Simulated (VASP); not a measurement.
# KF (Carobbiite) (Fm-3m) in VASP: notebook, part 2 of 2

VASP 6.6.1. The steps go on from the part before.

### Step 3. Single point, r2SCAN

Contents of POSCAR:

```
KF
1.0
    0.0000000000      2.6589566750      2.6589566750
    2.6589566750      0.0000000000      2.6589566750
    2.6589566750      2.6589566750      0.0000000000
K F
1 1
Direct
    0.0000000000      0.0000000000      0.0000000000
    0.5000000000      0.5000000000      0.5000000000
```

Contents of INCAR.step1:

```
PREC     = Accurate       # precision mode
ENCUT    = 520            # plane-wave cutoff, eV
ISMEAR   = 0              # smearing method
SIGMA    = 0.01           # smearing width, eV
LREAL    = F              # projectors in reciprocal space
LASPH    = T              # aspherical terms in the spheres
NELM     = 80             # most SCF steps
NBANDS   = 15             # bands
GGA      = PE             # functional
ALGO     = Normal         # electronic algorithm
EDIFF    = 1E-4           # SCF threshold, eV
LWAVE    = T              # write WAVECAR
LCHARG   = F              # write CHGCAR
```

Contents of INCAR.step2:

```
PREC     = Accurate       # precision mode
ENCUT    = 520            # plane-wave cutoff, eV
EDIFF    = 1E-6           # SCF threshold, eV
ISMEAR   = 0              # smearing method
SIGMA    = 0.01           # smearing width, eV
LREAL    = F              # projectors in reciprocal space
LASPH    = T              # aspherical terms in the spheres
NELM     = 80             # most SCF steps
ALGO     = Normal         # electronic algorithm
ISIF     = 2              # what is computed and relaxed
LWAVE    = F              # write WAVECAR
LCHARG   = F              # write CHGCAR
METAGGA  = R2SCAN         # meta-GGA
LMIXTAU  = T            
NBANDS   = 15             # bands
ISTART   = 1
```

Contents of KPOINTS:

```
Automatic mesh
0
Gamma
  8 8 8
```

Potentials or basis: VASP PAW PBE potentials, release 64 (K_sv, F).

Command:

```sh
cat potpaw_PBE.64/K_sv/POTCAR potpaw_PBE.64/F/POTCAR > POTCAR
cp INCAR.step1 INCAR
mpirun -np 1 vasp_std > vasp.out
cp INCAR.step2 INCAR
mpirun -np 1 vasp_std > vasp.out
```

Run time: 51 s. Hardware: 1 thread of Intel Xeon Platinum 8488C (Sapphire Rapids), shared host; peak memory 0.17 GiB.

Results (log left out):

```
Free energy            : -14.9729 eV
Pressure               : 0.0 GPa
Band gap on the k mesh : 6.91 eV, direct
```

Levels at points of the mesh, in eV from the valence-band top:
| k point | band 4 | band 5 | band 6 | band 7 | band 8 | band 9 | band 10 | band 11 | band 12 | band 13 |
| --- | --- | --- | --- | --- | --- | --- | --- | --- | --- | --- |
| (0.00, 0.00, 0.00) | -9.56 | -9.56 | 0.00 | 0.00 | 0.00 | 6.91 | 11.49 | 11.49 | 11.49 | 13.37 |
| (0.50, 0.00, 0.00) | -9.59 | -9.59 | -0.78 | -0.35 | -0.35 | 9.74 | 11.36 | 12.99 | 12.99 | 15.38 |
| (0.50, 0.50, 0.00) | -9.78 | -9.78 | -0.20 | -0.05 | -0.05 | 8.78 | 11.31 | 12.54 | 14.71 | 15.22 |

Caveat: the PAW data sets were made with another functional, which shifts forces and pressure a little. A k mesh can miss the band edges.

### Step 4. Relaxation of cell and atoms, PBE

This run uses another cell than the first one, of 19.07 Å³/atom, 1.015 times its volume.

Contents of INCAR:

```
ALGO = Normal
EDIFF = 1E-7
EDIFFG = -0.005
ENCUT = 600
GGA = PE
IBRION = 2
ISIF = 3
ISMEAR = -1
LASPH = T
LCHARG = F
LREAL = F
LWAVE = F
NELM = 80
NSW = 80
PREC = Accurate
SIGMA = 0.02
```

Contents of KPOINTS:

```
k-points
0
Gamma
  8 8 8
```

Contents of POSCAR:

```
KF
1.0
    0.0000000000      2.6718500000      2.6718500000
    2.6718500000      0.0000000000      2.6718500000
    2.6718500000      2.6718500000      0.0000000000
K F
1 1
Direct
    0.0000000000      0.0000000000      0.0000000000
    0.5000000000      0.5000000000      0.5000000000
```

Command:

```sh
cat potpaw_PBE.64/K_sv/POTCAR potpaw_PBE.64/F/POTCAR > POTCAR
mpirun -np 1 vasp_std > vasp.out
```

Run time: 28 s. Hardware: 1 thread of Intel Xeon Platinum 8488C (Sapphire Rapids), shared host; peak memory 0.17 GiB.

Results (log left out):

```
Free energy                            : -8.2989 eV
Relaxed volume                         : 19.92 Å³/atom
Relaxed cell                           : a = 3.834 Å, b = 3.834 Å, c = 3.834 Å, α = 60.00°, β = 60.00°, γ = 60.00°
Space group after relaxing (to 0.05 Å) : Fm-3m (No. 225)
Energy gained by relaxing              : 3.5 meV/atom
Ionic steps                            : 3
Pressure after relaxing                : 0.0 GPa
Band gap on the k mesh                 : 5.94 eV, direct
```

The path:
```csv
step,energy change (eV),largest force (eV/Å),pressure (GPa),volume (Å³)
1,0.0000,0.0000,1.38,38.15
2,-0.0056,0.0000,0.59,39.06
3,-0.0070,0.0000,-0.01,39.84
```

Final structure:
```xyz
2
Lattice="0.0000 2.7108 2.7108 2.7108 0.0000 2.7108 2.7108 2.7108 0.0000" Properties=species:S:1:pos:R:3 pbc="T T T"
K     0.0000    0.0000    0.0000
F     2.7108    2.7108    2.7108
```

Levels at points of the mesh, in eV from the valence-band top:
```tsv
k point	band 6	band 7	band 8	band 9	band 10	band 11
(0.00, 0.00, 0.00)	0.00	0.00	0.00	5.94	10.56	10.56
(0.50, 0.00, 0.00)	-0.75	-0.31	-0.31	8.89	10.29	11.87
(0.50, 0.50, 0.00)	-0.23	-0.07	-0.07	8.16	10.06	11.47
```

A k mesh can miss the band edges. Zero-point motion and thermal expansion aren't in these numbers.

### Step 5. Relaxation of cell and atoms, PBEsol

This run uses another cell than the first one, of 19.89 Å³/atom, 1.058 times its volume.

Contents of INCAR:

```
PREC = Accurate
ENCUT = 600
EDIFF = 1E-7
ISMEAR = -1
SIGMA = 0.02
LREAL = False
LASPH = True
NELM = 100
ALGO = Normal
ISIF = 3
LWAVE = False
LCHARG = False
GGA = PS
IBRION = 2
NSW = 80
EDIFFG = -0.005
```

Contents of KPOINTS:

```
Automatic mesh
0
Gamma
  8 8 8
```

Contents of POSCAR:

```
KF
1.0
    0.0000000000      2.7093664331      2.7093664331
    2.7093664331      0.0000000000      2.7093664331
    2.7093664331      2.7093664331      0.0000000000
K F
1 1
Direct
    0.0000000000      0.0000000000      0.0000000000
    0.5000000000      0.5000000000      0.5000000000
```

Command:

```sh
cat potpaw_PBE.64/K_sv/POTCAR potpaw_PBE.64/F/POTCAR > POTCAR
mpirun -np 1 vasp_std > vasp.out
```

Wall time 42 s (1 thread of Intel Xeon Platinum 8488C (Sapphire Rapids), shared host); peak memory 0.19 GiB.

It converged, with:

| Item | Value |
| --- | --- |
| Free energy | -8.5251 eV |
| Relaxed volume | 18.68 Å³/atom |
| Relaxed cell | a = 3.753 Å, b = 3.753 Å, c = 3.753 Å, α = 60.00°, β = 60.00°, γ = 60.00° |
| Space group after relaxing (to 0.05 Å) | Fm-3m (No. 225) |
| Energy gained by relaxing | 7.1 meV/atom |
| Ionic steps | 4 |
| Pressure after relaxing | 0.0 GPa |
| Band gap on the k mesh | 6.14 eV, direct |

Step by step:
```csv
step,energy change (eV),largest force (eV/Å),pressure (GPa),volume (Å³)
1,0.0000,0.0000,-1.79,39.78
2,-0.0108,0.0000,-0.94,38.51
3,-0.0143,0.0000,-0.05,37.42
4,-0.0143,0.0000,0.00,37.37
```

Final structure:
```yaml
crystal:
  lattice:
    - [0.00000, 2.65354, 2.65354]
    - [2.65354, 0.00000, 2.65354]
    - [2.65354, 2.65354, 0.00000]
  atoms:
    - { symbol: K, position: [0.00000, 0.00000, 0.00000] }
    - { symbol: F, position: [0.50000, 0.50000, 0.50000] }
```

Levels at points of the mesh, in eV from the valence-band top:
| k point | band 4 | band 5 | band 6 | band 7 | band 8 | band 9 | band 10 | band 11 | band 12 |
| --- | --- | --- | --- | --- | --- | --- | --- | --- | --- |
| (0.00, 0.00, 0.00) | -9.20 | -9.20 | 0.00 | 0.00 | 0.00 | 6.14 | 10.69 | 10.69 | 10.69 |
| (0.50, 0.00, 0.00) | -9.24 | -9.24 | -0.84 | -0.37 | -0.37 | 9.06 | 10.61 | 12.15 | 12.15 |
| (0.50, 0.50, 0.00) | -9.43 | -9.43 | -0.20 | -0.05 | -0.05 | 8.11 | 10.35 | 11.82 | 13.71 |

Caveat: the PAW data sets were made with another functional, which shifts forces and pressure a little. A k mesh can miss the band edges.

### Step 6. Relaxation of cell and atoms, LDA

This run uses another cell than the first one, of 19.89 Å³/atom, 1.058 times its volume.

Contents of INCAR:

```
SYSTEM = KF
ALGO = Normal
EDIFF = 1E-6
EDIFFG = -0.005
ENCUT = 600
IBRION = 2
ISIF = 3
ISMEAR = -1
LASPH = .TRUE.
LCHARG = .FALSE.
LREAL = .FALSE.
LWAVE = .FALSE.
NELM = 100
NSW = 80
PREC = Accurate
SIGMA = 0.02
```

Contents of KPOINTS:

```
k-points
0
G
  8 8 8
  0 0 0
```

POSCAR is that of step 5.

Potentials or basis: VASP PAW LDA potentials, release 64 (K_sv, F).

Command:

```sh
cat potpaw_LDA.64/K_sv/POTCAR potpaw_LDA.64/F/POTCAR > POTCAR
mpirun -np 1 vasp_std > vasp.out
```

Wall time 28 s (1 thread of Intel Xeon Platinum 8488C (Sapphire Rapids), shared host); peak memory 0.17 GiB.

The run converged. Its results:

```
Free energy                            : -9.0823 eV
Relaxed volume                         : 17.23 Å³/atom
Relaxed cell                           : a = 3.653 Å, b = 3.653 Å, c = 3.653 Å, α = 60.00°, β = 60.00°, γ = 60.00°
Space group after relaxing (to 0.05 Å) : Fm-3m (No. 225)
Energy gained by relaxing              : 42.1 meV/atom
Ionic steps                            : 4
Pressure after relaxing                : 0.0 GPa
Band gap on the k mesh                 : 6.34 eV, direct
```

Step by step:
```tsv
step	energy change (eV)	largest force (eV/Å)	pressure (GPa)	volume (Å³)
1	0.0000	0.0000	-4.39	39.78
2	-0.0666	0.0000	-2.38	36.72
3	-0.0840	0.0000	-0.30	34.73
4	-0.0842	0.0000	0.03	34.47
```

Final structure:
```yaml
crystal:
  lattice:
    - [0.00000, 2.58297, 2.58297]
    - [2.58297, 0.00000, 2.58297]
    - [2.58297, 2.58297, 0.00000]
  atoms:
    - { symbol: K, position: [0.00000, 0.00000, 0.00000] }
    - { symbol: F, position: [0.50000, 0.50000, 0.50000] }
```

Levels at points of the mesh, in eV from the valence-band top:
| k point | band 5 | band 6 | band 7 | band 8 | band 9 | band 10 | band 11 | band 12 |
| --- | --- | --- | --- | --- | --- | --- | --- | --- |
| (0.00, 0.00, 0.00) | -8.76 | 0.00 | 0.00 | 0.00 | 6.34 | 10.78 | 10.78 | 10.78 |
| (0.50, 0.00, 0.00) | -8.80 | -0.97 | -0.46 | -0.46 | 9.20 | 10.98 | 12.45 | 12.45 |
| (0.50, 0.50, 0.00) | -9.07 | -0.14 | -0.02 | -0.02 | 7.95 | 10.70 | 12.22 | 14.13 |

Caveat: the volume moved by -13 % from the deposited cell, more than functionals usually miss.

### Step 7. Summary

```tsv
task	level	potentials or basis	cell	cutoff (eV)	smearing	gap on the mesh (eV)	pressure (GPa)	relaxed volume (Å³/atom)
single point	r2SCAN	VASP PAW PBE potentials, release 64 (K_sv, F)	a = 3.760 Å, angles 60.0°, 2 atoms	520	fermi-dirac 0.02 eV	6.91	0.0	-
single point	r2SCAN	VASP PAW PBE potentials, release 64 (K_sv, F)	a = 3.760 Å, angles 60.0°, 2 atoms	520	gaussian 0.01 eV	6.91	0.0	-
relaxation of cell and atoms	PBE	VASP PAW PBE potentials, release 64 (K_sv, F)	relaxed from a = 3.779 Å, angles 60.0°, 2 atoms	600	fermi-dirac 0.02 eV	5.94	0.0	19.92
relaxation of cell and atoms	PBEsol	VASP PAW PBE potentials, release 64 (K_sv, F)	relaxed from a = 3.832 Å, angles 60.0°, 2 atoms	600	fermi-dirac 0.02 eV	6.14	0.0	18.68
relaxation of cell and atoms	LDA	VASP PAW LDA potentials, release 64 (K_sv, F)	relaxed from a = 3.832 Å, angles 60.0°, 2 atoms	600	fermi-dirac 0.02 eV	6.34	0.0	17.23
```

Alike in all rows: no spin polarisation; k mesh 8 × 8 × 8.

Caveats: the PAW data sets were made with another functional, which shifts forces and pressure a little (some runs); the volume moved by -13 % from the deposited cell, more than functionals usually miss (some runs).

Absolute energies hang on the potentials; compare differences alone.
